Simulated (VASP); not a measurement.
Crystal: SrO.

```
CELL_PARAMETERS angstrom
0.04455 2.62444 2.62444
2.62444 0.04455 2.62444
2.62444 2.62444 0.04455
ATOMIC_POSITIONS crystal
Sr 0.00000 0.00000 0.00000
O 0.50000 0.50000 0.50000
```

This cell differs from its parent crystal: strain along [111] +2.6%.

Base run:

```yaml
Program: VASP 6.6.1
Functional: PBE
Potentials_or_basis: VASP PAW PBE potentials, release 64 (Sr_sv, O)
Cutoff: 520 eV
k_mesh: 8 × 8 × 8
Occupations: fermi-dirac, width 0.02 eV
Spin: no spin polarisation
```

Its results: band gap on the k mesh 3.26 eV (least direct gap 3.37 eV); pressure 0.0 GPa.

Problem. The run is repeated on the same cell with these changes: functional from PBE to r2SCAN; occupations from fermi-dirac, width 0.02 eV to gaussian, width 0.01 eV. What comes out?

Solution. Band gap on the k mesh 3.73 eV (least direct gap 3.84 eV); pressure -1.8 GPa.

Caveats: the PAW data sets were made with another functional, which shifts forces and pressure a little (at least some runs).

A k mesh can miss the band edges.
